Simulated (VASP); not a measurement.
# NaCl (Fm-3m) in VASP: a series of runs

NaCl is run at these levels: LDA; tasks: vibrations by perturbation theory.

All numbers are computed with VASP 6.6.1; they aren't measurements. Logs are shortened: lines on timing, memory, paths and dates and some standing lists are left out, and cuts for length are marked.

### 1 The cell of the first run

It takes space group Fm-3m (No. 225, cubic). Conventional cell: a = 4.813 Å, b = 4.813 Å, c = 4.813 Å, α = 90.00°, β = 90.00°, γ = 90.00°. Na (site symmetry m-3m) has 6 Cl at 2.41 Å within 3.2 Å. Within 3.2 Å of Cl (site symmetry m-3m) lie 6 Na at 2.41 Å.

### 2 Vibrations by perturbation theory, LDA

INCAR reads:

```
SYSTEM = NaCl
PREC = Accurate
ENCUT = 520
EDIFF = 1E-8
ISMEAR = 0
SIGMA = 0.01
LREAL = .FALSE.
LASPH = .TRUE.
NELM = 60
ALGO = Normal
ISIF = 2
LWAVE = .FALSE.
LCHARG = .TRUE.
GGA = CA
NBANDS = 14
IBRION = 8
NSW = 1
LEPSILON = .TRUE.
```

KPOINTS reads:

```
Automatic mesh
0
G
  8 8 8
  0 0 0
```

POSCAR reads:

```
NaCl
1.0
    0.0000000000      2.4067481235      2.4067481235
    2.4067481235      0.0000000000      2.4067481235
    2.4067481235      2.4067481235      0.0000000000
Na Cl
1 1
Direct
    0.0000000000      0.0000000000      0.0000000000
    0.5000000000      0.5000000000      0.5000000000
```

Potentials or basis: VASP PAW LDA potentials, release 64 (Na_pv, Cl).

Run with:

```console
cat potpaw_LDA.64/Na_pv/POTCAR potpaw_LDA.64/Cl/POTCAR > POTCAR
mpirun -np 1 vasp_std > vasp.out
```

OUTCAR:

```text
SYSTEM = NaCl
   PREC = Accurate
   ENCUT = 520
   EDIFF = 1E-8
   ISMEAR = 0
   LREAL = .FALSE.
   LASPH = .TRUE.
   NELM = 60
   ISIF = 2
   GGA = CA
   IBRION = 8
   NSW = 1
   LEPSILON = .TRUE.

 ion  position               nearest neighbor table
   1  0.000  0.000  0.000-   2 2.41   2 2.41   2 2.41   2 2.41   2 2.41   2 2.41
   2  0.500  0.500  0.500-   1 2.41   1 2.41   1 2.41   1 2.41   1 2.41   1 2.41

  LATTYP: Found a face centered cubic cell.
 ALAT       =     4.8134962470

  Lattice vectors:

 A1 = (   0.0000000000,   2.4067481235,   2.4067481235)
 A2 = (   2.4067481235,   0.0000000000,   2.4067481235)
 A3 = (   2.4067481235,   2.4067481235,   0.0000000000)

Analysis of symmetry for initial positions (statically):
=====================================================================
 Subroutine PRICEL returns:
 Original cell was already a primitive cell.

 Routine SETGRP: Setting up the symmetry group for a
 face centered cubic supercell.

 Subroutine GETGRP returns: Found 48 space group operations
 (whereof 48 operations were pure point group operations)
 out of a pool of 48 trial point group operations.

The static configuration has the point symmetry O_h .

Analysis of symmetry for dynamics (positions and initial velocities):
=====================================================================
 Subroutine PRICEL returns:
 Original cell was already a primitive cell.

 Routine SETGRP: Setting up the symmetry group for a
 face centered cubic supercell.

 Subroutine GETGRP returns: Found 48 space group operations
 (whereof 48 operations were pure point group operations)
 out of a pool of 48 trial point group operations.

The dynamic configuration has the point symmetry O_h .

 Subroutine INISYM returns: Found 48 space group operations
 (whereof 48 operations are pure point group operations),
 and found     1 'primitive' translations

----------------------------------------------------------------------------------------

                                     Primitive cell

  volume of cell :      27.8819

  direct lattice vectors                    reciprocal lattice vectors
     0.000000000  2.406748123  2.406748123    -0.207749201  0.207749201  0.207749201
     2.406748123  0.000000000  2.406748123     0.207749201 -0.207749201  0.207749201
     2.406748123  2.406748123  0.000000000     0.207749201  0.207749201 -0.207749201

  length of vectors
     3.403655837  3.403655837  3.403655837     0.359832172  0.359832172  0.359832172

  position of ions in fractional coordinates (direct lattice)
     0.000000000  0.000000000  0.000000000
     0.500000000  0.500000000  0.500000000

  ion indices of the primitive-cell ions
   primitive index   ion index
                 1           1
                 2           2

----------------------------------------------------------------------------------------

 KPOINTS: Automatic mesh

Automatic generation of k-mesh.
 Grid dimensions read from file:
[... 560 lines left out ...]
 ------------------------------------------------------

 Free energy of the ion-electron system (eV)
  ---------------------------------------------------
  ---------------------------------------------------
  free energy    TOTEN  =        -0.17169824 eV

  energy without entropy =       -0.17169824

------------------------ aborting loop because EDIFF is reached ----------------------------------------

--------------------------------------- Ionic step        2  -------------------------------------------

------------------------ aborting loop because EDIFF is reached ----------------------------------------

--------------------------------------- Ionic step        3  -------------------------------------------

------------------------ aborting loop because EDIFF is reached ----------------------------------------

 PIEZOELECTRIC TENSOR FIELD DIRECTION 3  (e Angst)
 -----------------------------------------------------------------------------
    -0.00027  0.00000  0.00000           (  0.00000  0.00000  0.00000)
     0.00000 -0.00027 -0.00000           (  0.00000  0.00000 -0.00000)
     0.00000 -0.00000 -0.00036           (  0.00000 -0.00000  0.00000)

 PIEZOELECTRIC TENSOR FIELD DIRECTION 3  (C/m^2)
 -----------------------------------------------------------------------------
    -0.00015  0.00000  0.00000
     0.00000 -0.00015 -0.00000
     0.00000 -0.00000 -0.00021

--------------------------------------- Ionic step        4  -------------------------------------------

------------------------ aborting loop because EDIFF is reached ----------------------------------------

[... ionic steps 5 to 6 ...]

--------------------------------------- Ionic step        7  -------------------------------------------

 Free energy of the ion-electron system (eV)
  ---------------------------------------------------
  ---------------------------------------------------
  free energy    TOTEN  =        -0.18406499 eV

  energy without entropy =       -0.18406499

------------------------ aborting loop because EDIFF is reached ----------------------------------------

 INTERNAL STRAIN TENSOR  FOR ION    2  DIRECTION 1   (eV/Angst):
 -----------------------------------------------------------------------------
     0.02194 -0.00000  0.00000
    -0.00000 -0.00357  0.00000
     0.00000  0.00000 -0.00357

 MACROSCOPIC STATIC DIELECTRIC TENSOR (including local field effects in DFT)
 ------------------------------------------------------
           3.071192     0.000000    -0.000000
           0.000000     3.071192     0.000000
          -0.000000     0.000000     3.071192
 ------------------------------------------------------

 PIEZOELECTRIC TENSOR (including local field effects)  for field in x, y, z        (e  Angst)
          XX          YY          ZZ          XY          YZ          ZX
  --------------------------------------------------------------------------------
  x     0.00000     0.00000     0.00000     0.00000     0.00000     0.00000
  y     0.00000     0.00000     0.00000     0.00000     0.00000     0.00000
  z     0.00000     0.00000     0.00000     0.00000     0.00000     0.00000

 PIEZOELECTRIC TENSOR (including local field effects)  for field in x, y, z        (C/m^2)
          XX          YY          ZZ          XY          YZ          ZX
  --------------------------------------------------------------------------------
  x     0.00000     0.00000     0.00000     0.00000     0.00000     0.00000
  y     0.00000     0.00000     0.00000     0.00000     0.00000     0.00000
  z     0.00000     0.00000     0.00000     0.00000     0.00000     0.00000

 BORN EFFECTIVE CHARGES (including local field effects) (in |e|, cummulative output)
 ---------------------------------------------------------------------------------
 ion    1
    1     0.91791     0.00000     0.00000
    2     0.00000     0.91791     0.00000
    3     0.00000     0.00000     0.91791
 ion    2
    1    -0.91791     0.00000     0.00000
    2     0.00000    -0.91791     0.00000
    3     0.00000     0.00000    -0.91791

 INTERNAL STRAIN TENSOR FOR ION    2 for displacements in x,y,z  (eV/Angst):
          X           Y           Z          XY          YZ          ZX
  --------------------------------------------------------------------------------
  x     0.00000     0.00000     0.00000     0.00000     0.00000     0.00000
  y     0.00000     0.00000     0.00000     0.00000     0.00000     0.00000
  z     0.00000     0.00000     0.00000     0.00000     0.00000     0.00000

 SECOND DERIVATIVES (NOT SYMMETRIZED)
 ------------------------------------
               1X          1Y          1Z          2X          2Y          2Z
  1X    -7.802754    0.000000    0.000000    7.802754    0.000000    0.000000
  1Y     0.000000   -7.802754    0.000000    0.000000    7.802754    0.000000
  1Z     0.000000    0.000000   -7.802754    0.000000    0.000000    7.802754
  2X     7.822015    0.000000    0.000000   -7.822015    0.000000    0.000000
  2Y     0.000000    7.822015    0.000000    0.000000   -7.822015    0.000000
  2Z     0.000000    0.000000    7.822015    0.000000    0.000000   -7.822015

 Eigenvectors and eigenvalues of the dynamical matrix
 ----------------------------------------------------

   1 f  =   11.699190 THz    73.508178 2PiTHz  390.242972 cm-1    48.383940 meV
             X         Y         Z           dx          dy          dz
      0.000000  0.000000  0.000000    -0.778484    0.000000    0.000000
      2.406748  2.406748  2.406748     0.627665   -0.000000    0.000000
[... 21 lines left out ...]
   6 f/i=    0.007047 THz     0.044277 2PiTHz    0.235058 cm-1     0.029143 meV
             X         Y         Z           dx          dy          dz
      0.000000  0.000000  0.000000     0.029845    0.626955    0.000000
      2.406748  2.406748  2.406748     0.037016    0.777603    0.000000

--------------------------------------------------------------------------------------------------------

 MACROSCOPIC STATIC DIELECTRIC TENSOR IONIC CONTRIBUTION
 ------------------------------------------------------
           0.699938     0.000000     0.000000
           0.000000     0.699938     0.000000
           0.000000     0.000000     0.699938
 ------------------------------------------------------

 ELASTIC MODULI CONTR FROM IONIC RELAXATION (kBar)
 Direction    XX          YY          ZZ          XY          YZ          ZX
 --------------------------------------------------------------------------------
 XX           0.0000      0.0000      0.0000      0.0000      0.0000      0.0000
 YY           0.0000      0.0000      0.0000      0.0000      0.0000      0.0000
 ZZ           0.0000      0.0000      0.0000      0.0000      0.0000      0.0000
 XY           0.0000      0.0000      0.0000      0.0000      0.0000      0.0000
 YZ           0.0000      0.0000      0.0000      0.0000      0.0000      0.0000
 ZX           0.0000      0.0000      0.0000      0.0000      0.0000      0.0000
 --------------------------------------------------------------------------------

 PIEZOELECTRIC TENSOR IONIC CONTR  for field in x, y, z        (C/m^2)
          XX          YY          ZZ          XY          YZ          ZX
  --------------------------------------------------------------------------------
  x     0.00000     0.00000     0.00000     0.00000     0.00000     0.00000
  y     0.00000     0.00000     0.00000     0.00000     0.00000     0.00000
  z     0.00000     0.00000     0.00000     0.00000     0.00000     0.00000
```

Wall time 3.7 min (1 thread of Intel Xeon 8259CL, shared host); peak memory 0.19 GiB.

Results:

```yaml
Electronic_dielectric_tensor_diagonal: 3.07
Born_charges_mean_of_the_diagonal: Na +0.92; Cl -0.92 e
Highest_phonon_frequency_at_Γ_LO-TO_splitting_left_out: 390 cm⁻¹
```

Phonon frequencies in cm⁻¹ (negative: imaginary):
```
              q point        frequencies
(0.000, 0.000, 0.000)  0 0 0 390 390 390
```

Electronic dielectric tensor:
```
3.07 0.00 0.00
0.00 3.07 0.00
0.00 0.00 3.07
```

Born effective charge tensors (e):
atom 1, Na
```
0.92 0.00 0.00
0.00 0.92 0.00
0.00 0.00 0.92
```
atom 2, Cl
```
-0.92  0.00  0.00
 0.00 -0.92  0.00
 0.00  0.00 -0.92
```

Caveat: the cell stands under pressure or tension, which shifts response properties.

### 3 Vibrations by perturbation theory, LDA

This run uses another cell than the first one, of 19.81 Å³/atom.

INCAR reads:

```
PREC = Accurate ; ENCUT = 520
EDIFF = 1E-8 ; ISMEAR = 0
SIGMA = 0.01 ; LREAL = F
LASPH = T ; NELM = 100
ALGO = Normal ; ISIF = 2
LWAVE = F ; LCHARG = F
GGA = CA ; NBANDS = 14
IBRION = 8 ; NSW = 1
LEPSILON = T
```

KPOINTS reads:

```
Automatic mesh
0
Gamma
  8 8 8
```

POSCAR reads:

```
NaCl
1.0
    0.0000000000      2.7056451204      2.7056451204
    2.7056451204      0.0000000000      2.7056451204
    2.7056451204      2.7056451204      0.0000000000
Na Cl
1 1
Direct
    0.0000000000      0.0000000000      0.0000000000
    0.5000000000      0.5000000000      0.5000000000
```

Potentials or basis: VASP PAW LDA potentials, release 64 (Na_pv, Cl).

Run with:

```console
cat potpaw_LDA.64/Na_pv/POTCAR potpaw_LDA.64/Cl/POTCAR > POTCAR
mpirun -np 1 vasp_std > vasp.out
```

OUTCAR:

```text
PREC = Accurate
   ENCUT = 520
   EDIFF = 1E-8
   ISMEAR = 0
   LREAL = F
   LASPH = T
   NELM = 100
   ISIF = 2
   GGA = CA
   IBRION = 8
   NSW = 1
   LEPSILON = T

 ion  position               nearest neighbor table
   1  0.000  0.000  0.000-   2 2.71   2 2.71   2 2.71   2 2.71   2 2.71   2 2.71
   2  0.500  0.500  0.500-   1 2.71   1 2.71   1 2.71   1 2.71   1 2.71   1 2.71

  LATTYP: Found a face centered cubic cell.
[... 737 lines left out ...]
      2.705645  2.705645  2.705645     0.629232    0.000000    0.000000
[... 21 lines left out ...]
   6 f/i=    0.015887 THz     0.099822 2PiTHz    0.529940 cm-1     0.065704 meV
             X         Y         Z           dx          dy          dz
      0.000000  0.000000  0.000000     0.000000    0.000000   -0.629232
      2.705645  2.705645  2.705645     0.000000    0.000000   -0.777218

--------------------------------------------------------------------------------------------------------

 MACROSCOPIC STATIC DIELECTRIC TENSOR IONIC CONTRIBUTION
 ------------------------------------------------------
           2.442385     0.000000     0.000000
           0.000000     2.442385     0.000000
           0.000000     0.000000     2.442385
 ------------------------------------------------------

 ELASTIC MODULI CONTR FROM IONIC RELAXATION (kBar)
 Direction    XX          YY          ZZ          XY          YZ          ZX
 --------------------------------------------------------------------------------
 XX           0.0000      0.0000      0.0000      0.0000      0.0000      0.0000
 YY           0.0000      0.0000      0.0000      0.0000      0.0000      0.0000
 ZZ           0.0000      0.0000      0.0000      0.0000      0.0000      0.0000
 XY           0.0000      0.0000      0.0000      0.0000      0.0000      0.0000
 YZ           0.0000      0.0000      0.0000      0.0000      0.0000      0.0000
 ZX           0.0000      0.0000      0.0000      0.0000      0.0000      0.0000
 --------------------------------------------------------------------------------

 PIEZOELECTRIC TENSOR IONIC CONTR  for field in x, y, z        (C/m^2)
          XX          YY          ZZ          XY          YZ          ZX
  --------------------------------------------------------------------------------
  x     0.00000     0.00000     0.00000     0.00000     0.00000     0.00000
  y     0.00000     0.00000     0.00000     0.00000     0.00000     0.00000
  z     0.00000     0.00000     0.00000     0.00000     0.00000     0.00000
```

OSZICAR:

```text
N       E                     dE             d eps       ncg     rms          rms(c)
DAV:   1     0.995890576958E+02    0.99589E+02   -0.71409E+03   818   0.104E+03
DAV:   2    -0.223094262882E+00   -0.99812E+02   -0.91436E+02   914   0.283E+02
DAV:   3    -0.746779134653E+01   -0.72447E+01   -0.72143E+01  1046   0.696E+01
DAV:   4    -0.756732576776E+01   -0.99534E-01   -0.99500E-01   980   0.865E+00
DAV:   5    -0.756937078491E+01   -0.20450E-02   -0.20449E-02  1028   0.128E+00    0.212E+00
[... 174 lines left out ...]
RMM:  10    -0.188839716546E+00    0.15665E-06   -0.14989E-07  3412   0.119E-04    0.132E-05
RMM:  11    -0.188839743312E+00   -0.26766E-07    0.18220E-07  3490   0.836E-05    0.654E-06
RMM:  12    -0.188839774004E+00   -0.30692E-07    0.18990E-08  3183   0.716E-05    0.114E-06
RMM:  13    -0.188839777782E+00   -0.37782E-08    0.11008E-07  2335   0.684E-05    0.546E-07
RMM:  14    -0.188839776771E+00    0.10116E-08    0.87358E-08  2010   0.674E-05    0.181E-07
 Linear response finished
```

Run time: 4.4 min. Hardware: 1 thread of Intel Xeon 8259CL, shared host; peak memory 0.21 GiB.

What came out:

```yaml
Electronic_dielectric_tensor_diagonal: 2.69
Born_charges_mean_of_the_diagonal: Na +1.06; Cl -1.06 e
Highest_phonon_frequency_at_Γ_LO-TO_splitting_left_out: 203 cm⁻¹
```

Phonon frequencies in cm⁻¹ (negative: imaginary):
| q point | frequencies |
| --- | --- |
| (0.000, 0.000, 0.000) | -1 -1 -1 203 203 203 |

Electronic dielectric tensor:
```
2.69 0.00 0.00
0.00 2.69 0.00
0.00 0.00 2.69
```

Born effective charge tensors (e):
atom 1, Na
```
1.06 0.00 0.00
0.00 1.06 0.00
0.00 0.00 1.06
```
atom 2, Cl
```
-1.06  0.00  0.00
 0.00 -1.06  0.00
 0.00  0.00 -1.06
```

Caveat: the cell stands under pressure or tension, which shifts response properties.
